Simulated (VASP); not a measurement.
# CaIrN3 (Cmcm) in VASP: single point with LDA

Aim: the single point of CaIrN3 with LDA.

Program: VASP 6.6.1. These are calculated values, not measurements. Logs are shortened: lines on timing, memory, paths and dates and some standing lists are left out, and cuts for length are marked.

### 1 The cell of the first run

It takes space group Cmcm (No. 63, orthorhombic). Conventional cell: a = 3.292 Å, b = 10.553 Å, c = 6.421 Å, α = 90.00°, β = 90.00°, γ = 90.00°. N (site symmetry m) has 1 N at 1.35 Å within 1.8 Å. Within 2.7 Å of N (site symmetry m2m) lie 2 Ir at 1.96 Å and 2 Ca at 2.24 Å and 4 N at 2.69 Å. Ir (site symmetry 2/m) has 6 N at 1.96 to 2.09 Å within 2.6 Å. Ca (site symmetry m2m) has 8 N at 2.24 to 3.09 Å and 2 Ir at 3.08 Å within 3.1 Å.

### 2 Single point, LDA

Input file INCAR:

```
SYSTEM = CaIrN3
PREC     = Accurate       ! precision mode
ENCUT    = 520            ! plane-wave cutoff, eV
EDIFF    = 1E-6           ! SCF threshold, eV
ISMEAR   = -1             ! smearing method
SIGMA    = 0.1            ! smearing width, eV
LREAL    = .False.        ! projectors in reciprocal space
LASPH    = .True.         ! aspherical terms in the spheres
NELM     = 60             ! most SCF steps
ALGO     = Normal         ! electronic algorithm
ISIF     = 2              ! what is computed and relaxed
LWAVE    = .False.        ! write WAVECAR
LCHARG   = .False.        ! write CHGCAR
GGA      = CA             ! functional
NBANDS   = 45             ! bands
```

Input file KPOINTS:

```
Automatic mesh
0
Gamma
  6 6 3
  0 0 0
```

Input file POSCAR:

```
CaIrN3
1.0
    3.2920354653      0.0000000000      0.0000000000
    1.6460177327     -5.2763096389      0.0000000000
    0.0000000000      0.0000000000     -6.4214431195
N Ir Ca
6 2 2
Direct
    0.5846025770      0.8307948461      0.8553553622
    0.4153974230      0.1692051539      0.3553553622
    0.4153974230      0.1692051539      0.1446446378
    0.5846025770      0.8307948461      0.6446446378
    0.8930472238      0.2139055523      0.7500000000
    0.1069527762      0.7860944477      0.2500000000
    0.0000000000      0.0000000000      0.0000000000
    0.0000000000      0.0000000000      0.5000000000
    0.2486626233      0.5026747534      0.7500000000
    0.7513373767      0.4973252466      0.2500000000
```

Potentials or basis: VASP PAW LDA potentials, release 64 (N, Ir, Ca_sv).

Started as:

```bash
cat potpaw_LDA.64/N/POTCAR potpaw_LDA.64/Ir/POTCAR potpaw_LDA.64/Ca_sv/POTCAR > POTCAR
mpirun -np 1 vasp_std > vasp.out
```

OUTCAR:

```text
SYSTEM = CaIrN3
   PREC = Accurate
   ENCUT = 520
   EDIFF = 1E-6
   ISMEAR = -1
   LREAL = .False.
   LASPH = .True.
   NELM = 60
   ISIF = 2
   GGA = CA

 ion  position               nearest neighbor table
   1  0.585  0.831  0.855-   4 1.35   7 2.09   7 2.09
   2  0.415  0.169  0.355-   3 1.35   8 2.09   8 2.09
   3  0.415  0.169  0.145-   2 1.35   7 2.09   7 2.09
   4  0.585  0.831  0.645-   1 1.35   8 2.09   8 2.09
   5  0.893  0.214  0.750-   7 1.96   8 1.96   9 2.24   9 2.24
   6  0.107  0.786  0.250-   7 1.96   8 1.96  10 2.24  10 2.24
   7  0.000  0.000  0.000-   5 1.96   6 1.96   1 2.09   3 2.09   1 2.09   3 2.09  10 3.08   9 3.08
                             8 3.21   8 3.21
   8  0.000  0.000  0.500-   5 1.96   6 1.96   2 2.09   4 2.09   4 2.09   2 2.09  10 3.08   9 3.08
                             7 3.21   7 3.21
   9  0.249  0.503  0.750-   5 2.24   5 2.24   7 3.08   8 3.08
  10  0.751  0.497  0.250-   6 2.24   6 2.24   8 3.08   7 3.08

  LATTYP: Found a base centered orthorhombic cell.
 ALAT       =     3.2920354653
 B/A-ratio  =     3.2054998766
 C/A-ratio  =     1.9505996175

  Lattice vectors:

 A1 = (   1.6460177326,   5.2763096389,   0.0000000000)
 A2 = (   1.6460177327,  -5.2763096389,   0.0000000000)
 A3 = (   0.0000000000,   0.0000000000,  -6.4214431195)

Analysis of symmetry for initial positions (statically):
=====================================================================
 Subroutine PRICEL returns:
 Original cell was already a primitive cell.

 Routine SETGRP: Setting up the symmetry group for a
 base centered orthorhombic supercell.

 Subroutine GETGRP returns: Found  8 space group operations
 (whereof  4 operations were pure point group operations)
 out of a pool of  8 trial point group operations.

The static configuration has the point symmetry C_2h.
 The point group associated with its full space group is D_2h.

Analysis of symmetry for dynamics (positions and initial velocities):
=====================================================================
 Subroutine PRICEL returns:
 Original cell was already a primitive cell.

 Routine SETGRP: Setting up the symmetry group for a
 base centered orthorhombic supercell.

 Subroutine GETGRP returns: Found  8 space group operations
 (whereof  4 operations were pure point group operations)
 out of a pool of  8 trial point group operations.

The dynamic configuration has the point symmetry C_2h.
 The point group associated with its full space group is D_2h.

 Subroutine INISYM returns: Found  8 space group operations
 (whereof  4 operations are pure point group operations),
 and found     1 'primitive' translations

----------------------------------------------------------------------------------------

                                     Primitive cell

  volume of cell :     111.5392

  direct lattice vectors                    reciprocal lattice vectors
     3.292035465  0.000000000  0.000000000     0.303763435  0.094763203  0.000000000
     1.646017733 -5.276309639  0.000000000     0.000000000 -0.189526405  0.000000000
     0.000000000  0.000000000 -6.421443120     0.000000000  0.000000000 -0.155728235

  length of vectors
     3.292035465  5.527098496  6.421443120     0.318201648  0.189526405  0.155728235

  position of ions in fractional coordinates (direct lattice)
     0.584602577  0.830794846  0.855355362
     0.415397423  0.169205154  0.355355362
     0.415397423  0.169205154  0.144644638
     0.584602577  0.830794846  0.644644638
     0.893047224  0.213905552  0.750000000
     0.106952776  0.786094448  0.250000000
     0.000000000  0.000000000  0.000000000
     0.000000000  0.000000000  0.500000000
     0.248662623  0.502674753  0.750000000
     0.751337377  0.497325247  0.250000000

  ion indices of the primitive-cell ions
   primitive index   ion index
                 1           1
                 2           2
                 3           3
                 4           4
                 5           5
                 6           6
                 7           7
                 8           8
                 9           9
                10          10

----------------------------------------------------------------------------------------

 KPOINTS: Automatic mesh

Automatic generation of k-mesh.
 Grid dimensions read from file:
 generate k-points for:    6    6    3

 Generating k-lattice:

  Cartesian coordinates                     Fractional coordinates (reciprocal lattice)
     0.050627239  0.015793867  0.000000000     0.166666667  0.000000000  0.000000000
     0.000000000 -0.031587734  0.000000000     0.000000000  0.166666667  0.000000000
     0.000000000  0.000000000 -0.051909412     0.000000000  0.000000000  0.333333333

  Length of vectors
     0.053033608  0.031587734  0.051909412

  Shift w.r.t. Gamma in fractional coordinates (k-lattice)
     0.000000000  0.000000000  0.000000000

 Subroutine IBZKPT returns following result:
 ===========================================

 Found     26 irreducible k-points:

 Following reciprocal coordinates:
            Coordinates               Weight
  0.000000  0.000000  0.000000      1.000000
  0.166667  0.000000  0.000000      4.000000
  0.333333  0.000000  0.000000      4.000000
  0.500000  0.000000  0.000000      2.000000
  0.000000  0.166667  0.000000      2.000000
  0.333333  0.166667  0.000000      2.000000
[... 16 lines left out ...]
  0.000000  0.333333  0.333333      4.000000
 -0.333333  0.333333  0.333333      4.000000
 [... further k-points ...]
   k-points           NKPTS =     26   k-points in BZ     NKDIM =     26   number of bands    NBANDS=     45
   number of dos      NEDOS =    301   number of ions     NIONS =     10
   total plane-waves  NPLWV =  48384
   dimension x,y,z NGX =    24 NGY =   42 NGZ =   48
   dimension x,y,z NGXF=    48 NGYF=   84 NGZF=   96
   ions per type =               6   2   2
   NGX,Y,Z   is equivalent  to a cutoff of  12.12, 12.63, 12.43 a.u.
   NGXF,Y,Z  is equivalent  to a cutoff of  24.24, 25.27, 24.85 a.u.
 SYSTEM =  CaIrN3
   PREC   = accura    normal or accurate (medium, high low for compatibility)
   ISTART =      0    job   : 0-new  1-cont  2-samecut
   ICHARG =      2    charge: 1-file 2-atom 10-const
   ISPIN  =      1    spin polarized calculation?
   LNONCOLLINEAR =      F non collinear calculations
   LSORBIT =      F    spin-orbit coupling
   LASPH  =      T    aspherical Exc in radial PAW
   ENCUT  =  520.0 eV  38.22 Ry    6.18 a.u.   6.12 10.28 11.94*2*pi/ulx,y,z
   NELM   =     60;   NELMIN=  2; NELMDL= -5     # of ELM steps
   EDIFF  = 0.1E-05   stopping-criterion for ELM
   LREAL  =      F    real-space projection
[... 7 lines left out ...]
   TEBEG  =    0.0;   TEEND  =   0.0 temperature during run
   PSTRESS=    0.0 pullay stress
   NELECT =      68.0000    total number of electrons
   NUPDOWN=      -1.0000    fix difference up-down
   EMIN   =  10.00;   EMAX   =-10.00  energy-range for DOS
   EFERMI =   0.00;   METHOD = LEGACY
   ISMEAR =    -1;   SIGMA  =   0.10  broadening in eV -4-tet -1-fermi 0-gaus
   EFERMI_NEDOS =   21; number of points for ismear=-14 and -15
   IALGO  =     38    algorithm
   IMIX   =      4    mixing-type and parameters
     AMIX     =   0.40;   BMIX     =  1.00
     AMIX_MAG =   1.60;   BMIX_MAG =  1.00
  volume/ion in A,a.u.               =      11.15        75.27
  Fermi-wavevector in a.u.,A,eV,Ry     =   1.388147  2.623217 26.217759  1.926951
  Thomas-Fermi vector in A             =   2.512300
   LORBIT       =      0    0 simple, 1 ext, 2 COOP (PROOUT), +10 PAW based schemes
   GGA     = CA    functional components
   LHFCALC =     F    Hartree Fock is set to
   AEXX    =    0.0000 exact exchange contribution
   IVDW    =     0    specifies the selected vdW correction
   LEPSILON=     F    determine dielectric tensor
   LRPA    =     F    only Hartree local field effects (RPA)
 non-spin polarized calculation
  energy-cutoff  :      520.00
  volume of cell :      111.54
 maximum number of plane-waves:      3020
   NGX = 13   NGY = 21   NGZ = 23

 number of electron      68.0000003 magnetization

 Free energy of the ion-electron system (eV)
  ---------------------------------------------------
  ext. energy  EPLUGINS =         0.00000000
  ---------------------------------------------------
  free energy    TOTEN  =       -81.17990923 eV

  energy without entropy =      -81.04098792  energy(sigma->0) =      -81.11044858

 E-fermi :   6.7822     XC(G=0): -12.1856

 val. band max:        6.7780189595   @ k =  -0.1667   0.1667   0.3333
 cond. band min:       6.7951767223   @ k =   0.1667   0.0000   0.3333
 fundamental gap:      0.0171577628
 Fermi energy:         6.7822348880

 k-point     1 :       0.0000    0.0000    0.0000
  band No.  band energies     occupation
      1     -32.7011      2.00000
      2     -32.6672      2.00000
      3     -14.7517      2.00000
      4     -14.7316      2.00000
      5     -14.3872      2.00000
      6     -14.0467      2.00000
[... 37 lines left out ...]
     44      12.2929      0.00000
     45      12.4450      0.00000

 k-point     2 :       0.1667    0.0000    0.0000
  band No.  band energies     occupation
      1     -32.6850      2.00000
      2     -32.6555      2.00000
      3     -14.7124      2.00000
      4     -14.6377      2.00000
      5     -14.3458      2.00000
      6     -14.0991      2.00000
[... 37 lines left out ...]
     44      11.9975      0.00000
     45      12.2796      0.00000

 k-point     3 :       0.3333    0.0000    0.0000
  band No.  band energies     occupation
      1     -32.6507      2.00000
      2     -32.6337      2.00000
      3     -14.7184      2.00000
      4     -14.6930      2.00000
      5     -14.2624      2.00000
      6     -14.2465      2.00000
[... 37 lines left out ...]
     44      11.9866      0.00000
     45      12.5246      0.00000

 k-point     4 :       0.5000    0.0000    0.0000
  band No.  band energies     occupation
      1     -32.6283      2.00000
      2     -32.6279      2.00000
      3     -14.8428      2.00000
      4     -14.8134      2.00000
      5     -14.1498      2.00000
      6     -14.1454      2.00000
[... 901 lines left out ...]
     44      11.8218      0.00000
     45      12.1805      0.00000

 k-point    23 :       0.0000    0.3333    0.3333
  band No.  band energies     occupation
      1     -32.6922      2.00000
      2     -32.6757      2.00000
      3     -14.9207      2.00000
      4     -14.7704      2.00000
      5     -14.2976      2.00000
      6     -14.1344      2.00000
[... 37 lines left out ...]
     44      11.3638      0.00000
     45      12.1229      0.00000

 k-point    24 :      -0.3333    0.3333    0.3333
  band No.  band energies     occupation
      1     -32.6462      2.00000
      2     -32.6380      2.00000
      3     -14.7381      2.00000
      4     -14.7073      2.00000
      5     -14.3032      2.00000
      6     -14.2544      2.00000
[... 37 lines left out ...]
     44      12.0011      0.00000
     45      12.1283      0.00000

 [... further k-points ...]

------------------------ aborting loop because EDIFF is reached ----------------------------------------

  FORCE on cell =-STRESS in cart. coord.  units (eV):
  Direction    XX          YY          ZZ          XY          YZ          ZX
  --------------------------------------------------------------------------------------
  -------------------------------------------------------------------------------------
  Total        1.5088826      1.2720036      2.0862101     -0.0000000     -0.0000000      0.0000000
  in kB       21.6739769     18.2713858     29.9668581     -0.0000000     -0.0000000      0.0000000
  external PRESSURE =      23.3040736 kB  Pullay stress =       0.0000000 kB

 VOLUME and BASIS-vectors are now :
 -----------------------------------------------------------------------------
  energy-cutoff  :      520.00
  volume of cell :      111.54
      direct lattice vectors                 reciprocal lattice vectors
     3.292035465  0.000000000  0.000000000     0.303763435  0.094763203  0.000000000
     1.646017733 -5.276309639  0.000000000     0.000000000 -0.189526405  0.000000000
     0.000000000  0.000000000 -6.421443120     0.000000000  0.000000000 -0.155728235

 POSITION                                       TOTAL-FORCE (eV/Angst)
 -----------------------------------------------------------------------------------
      3.29204     -4.38353     -5.49262        -0.000000      0.066697     -0.079179
      1.64602     -0.89278     -2.28189         0.000000     -0.066697     -0.079179
      1.64602     -0.89278     -0.92883         0.000000     -0.066697      0.079179
      3.29204     -4.38353     -4.13955        -0.000000      0.066697      0.079179
      3.29204     -1.12863     -4.81608         0.000000     -0.172352      0.000000
      1.64602     -4.14768     -1.60536        -0.000000      0.172352     -0.000000
      0.00000      0.00000      0.00000        -0.000000      0.000000      0.000000
      0.00000      0.00000     -3.21072        -0.000000      0.000000      0.000000
      1.64602     -2.65227     -4.81608         0.000000     -0.001691      0.000000
      3.29204     -2.62404     -1.60536        -0.000000      0.001691      0.000000
 -----------------------------------------------------------------------------------
    total drift:                                0.000000     -0.000000     -0.000000

  FREE ENERGIE OF THE ION-ELECTRON SYSTEM (eV)
  ---------------------------------------------------
  free  energy   TOTEN  =       -81.1799092295 eV

  energy  without entropy=      -81.0409879247  energy(sigma->0) =      -81.11044858
```

Run time: 4.3 min. Hardware: 1 thread of Oxide Virtual Turin-like, shared host; peak memory 0.22 GiB.

What came out:

* Free energy: -81.1799 eV
* Pressure: 2.3 GPa
* Largest force: 0.172 eV/Å
* Band gap on the k mesh: zero (bands 34 and 35 overlap by 1.42 eV)

Forces on the atoms (eV/Å):
```
N    0.000  0.067 -0.079
N    0.000 -0.067 -0.079
N    0.000 -0.067  0.079
N    0.000  0.067  0.079
N    0.000 -0.172  0.000
N    0.000  0.172  0.000
Ir   0.000  0.000  0.000
Ir   0.000  0.000  0.000
Ca   0.000 -0.002  0.000
Ca   0.000  0.002  0.000
```

Levels at points of the mesh, in eV from the Fermi level:
```tsv
k point	band 32	band 33	band 34	band 35	band 36	band 37
(0.00, 0.00, 0.00)	-1.56	-0.67	0.15	0.26	0.84	1.58
(0.50, 0.00, 0.00)	-1.40	-1.36	-1.15	-1.05	0.84	2.21
(0.00, 0.50, 0.00)	-0.88	-0.83	0.13	0.15	0.61	1.86
```

Caveat: spin-orbit coupling is left out, which moves the levels of the heavy elements.
